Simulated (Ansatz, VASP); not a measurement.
## Ni in VASP and in Ansatz

INCAR

```
PREC = Accurate
ENCUT = 520
EDIFF = 1E-7
ISMEAR = -1
SIGMA = 0.05
LREAL = F
LASPH = T
NELM = 100
ALGO = Normal
ISIF = 2
LWAVE = F
LCHARG = F
ISPIN = 2
MAGMOM = 1 1 1 1 1 1
LORBIT = 11
LMAXMIX = 4
LDIPOL = T
IDIPOL = 3
DIPOL = 0.5 0.5 0.500
GGA = PE
NBANDS = 43
```

Contents of KPOINTS:

```
Automatic mesh
0
Gamma
  12 12 1
```

POSCAR

```
Ni
1.0
    2.5002588676      0.0000000000      0.0000000000
   -1.2501294338      2.1652876954      0.0000000000
    0.0000000000      0.0000000000     25.2072640841
Ni
6
Direct
    0.6666666667      0.3333333333      0.2975332815
    0.3333333333      0.6666666667      0.3785199689
    0.0000000000      0.0000000000      0.4595066563
    0.6666666667      0.3333333333      0.5404933437
    0.3333333333      0.6666666667      0.6214800311
    0.0000000000      0.0000000000      0.7024667185
```

Contents of input.yaml:

```yaml
crystal:
  lattice:
    - [2.5002588676, 0.0, 0.0]
    - [-1.2501294338, 2.1652876954, 0.0]
    - [0.0, 0.0, 25.2072640841]
  atoms:
    - { symbol: Ni, position: [0.6666666667, 0.3333333333, 0.2975332815], spin: 1.0 }
    - { symbol: Ni, position: [0.3333333333, 0.6666666667, 0.3785199689], spin: 1.0 }
    - { symbol: Ni, position: [0.0, 0.0, 0.4595066563], spin: 1.0 }
    - { symbol: Ni, position: [0.6666666667, 0.3333333333, 0.5404933437], spin: 1.0 }
    - { symbol: Ni, position: [0.3333333333, 0.6666666667, 0.6214800311], spin: 1.0 }
    - { symbol: Ni, position: [0.0, 0.0, 0.7024667185], spin: 1.0 }
hamiltonian:
  xc: pbe
  pseudopotentials: { kind: paw }
magnetization:
  spin_polarized: true
kpoints:
  mp_grid: { grid: [12, 12, 1] }
scf:
  occupations: { method: fermi_dirac, width: 0.05 }
output:
  forces: true
  eigenvalues: true
efield:
  axis: 3
  dipole_correction: true
  ramp_width: 0.04
```

Alike in both runs: task single point; functional PBE; k mesh 12 × 12 × 1; occupations fermi-dirac, width 0.05 eV; collinear spin, ferromagnetic start.

|  | VASP | Ansatz |
| --- | --- | --- |
| version | VASP 6.6.1 | Ansatz 0.2.0 |
| potentials or method | VASP PAW PBE potentials, release 64 (Ni) | Ansatz PAW |
| plane-wave cutoff (eV) | 520 | 420 |
| valence electrons in the cell | 60 | 108 |

Ansatz gave:

| Item | Value |
| --- | --- |
| gap on the k mesh at the Fermi level (eV) | none |
| rms of the force components (eV/Å) | 0.093 |
| net moment per atom (μB) | 0.66 |
| size of the moment on the site where the two differ most (μB) | 0.69 |
| work function, face that differs most (eV) | 5.03 |

Question: What did VASP give for the same quantities?

Answer: gap on the k mesh at the Fermi level (eV): none; rms of the force components (eV/Å): 0.092; net moment per atom (μB): 0.65; size of the moment on the site where the two differ most (μB): 0.65; work function, face that differs most (eV): 5.01.

Site moments also hang on the region over which each program counts them. Atom by atom the forces differ by 0.001 eV/Å (rms over components). A gap of «none» marks a metal or a gap that the smearing closes. With one functional, cell and mesh, what is left measures potentials, basis and numerics. VASP's potentials hold 60 valence electrons a cell and Ansatz's 108, so a difference there can come from the potentials and not from the codes.
